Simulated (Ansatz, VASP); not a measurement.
## One calculation of ZrSiO4, two programs

INCAR

```
PREC = Accurate
ENCUT = 520
EDIFF = 1E-7
ISMEAR = -1
SIGMA = 0.1
LREAL = F
LASPH = T
NELM = 120
ALGO = Normal
ISIF = 2
LWAVE = F
LCHARG = F
GGA = PE
IBRION = 2
NSW = 60
EDIFFG = -0.01
GGA_COMPAT = F
NELMIN = 4
```

KPOINTS

```
regular mesh
0
Gamma
  4 4 4
```

Contents of POSCAR:

```
ZrSiO4
1.0
   -3.3355390000      3.3355390000      3.0195570000
    3.3355390000     -3.3355390000      3.0195570000
    3.3355390000      3.3355390000     -3.0195570000
Zr Si O
2 2 8
Direct
    0.8750000000      0.1250000000      0.7500000000
    0.1250000000      0.8750000000      0.2500000000
    0.3750000000      0.6250000000      0.7500000000
    0.6250000000      0.3750000000      0.2500000000
    0.2611900000      0.1953300000      0.0658600000
    0.1953300000      0.6294700000      0.9341400000
    0.6294700000      0.1953300000      0.4341400000
    0.1953300000      0.2611900000      0.5658600000
    0.7388100000      0.8046700000      0.9341400000
    0.8046700000      0.7388100000      0.4341400000
    0.3705300000      0.8046700000      0.5658600000
    0.8046700000      0.3705300000      0.0658600000
```

Input for Ansatz:

```yaml
crystal:
  lattice:
    - [-3.335539, 3.335539, 3.019557]
    - [3.335539, -3.335539, 3.019557]
    - [3.335539, 3.335539, -3.019557]
  atoms:
    - { symbol: Zr, position: [0.875, 0.125, 0.75] }
    - { symbol: Zr, position: [0.125, 0.875, 0.25] }
    - { symbol: Si, position: [0.375, 0.625, 0.75] }
    - { symbol: Si, position: [0.625, 0.375, 0.25] }
    - { symbol: O, position: [0.26119, 0.19533, 0.06586] }
    - { symbol: O, position: [0.19533, 0.62947, 0.93414] }
    - { symbol: O, position: [0.62947, 0.19533, 0.43414] }
    - { symbol: O, position: [0.19533, 0.26119, 0.56586] }
    - { symbol: O, position: [0.73881, 0.80467, 0.93414] }
    - { symbol: O, position: [0.80467, 0.73881, 0.43414] }
    - { symbol: O, position: [0.37053, 0.80467, 0.56586] }
    - { symbol: O, position: [0.80467, 0.37053, 0.06586] }
  symmetry: { tolerance: 0.0003 }
kpoints:
  mp_grid: { grid: [4, 4, 4], shift: [0, 0, 0] }
magnetization:
  spin_polarized: false
scf:
  occupations: { method: fermi_dirac }
  lower_state_search: "off"
hamiltonian:
  pseudopotentials: { kind: paw }
  xc: pbe
basis:
  ecutwfc: 420
  fft_grid_basis: typed
relax:
  max_steps: 40
output:
  forces: true
  stress: true
  eigenvalues: true
  bader: true
  populations: true
  elf: true
  write_potential: true
  volumetric_format: npy
  dos:
    e_range: [-12, 8]
    de: 0.05
    projected: { site_lists: { O: [O], Si: [Si], Zr: [Zr] } }
  write_density: true
checkpoint:
  read: saved_state
```

Alike in both runs: task relaxation of the atoms; functional PBE; k mesh 4 × 4 × 4; no spin polarisation.

|  | VASP | Ansatz |
| --- | --- | --- |
| version | VASP 6.6.1 | Ansatz 0.2.0 |
| potentials or method | VASP PAW PBE potentials, release 64 (Zr_sv, Si, O), cutoff 520 eV | PAW plane waves |
| occupations | fermi-dirac, width 0.1 eV | fermi-dirac |
| valence electrons in the cell | 80 | 80 |

```tsv
	VASP	Ansatz	Ansatz less VASP
gap on the k mesh at the Fermi level, each at its own relaxed structure (eV)	4.62	4.62	0.000
```

Ansatz's warnings: stress scf threshold loose.
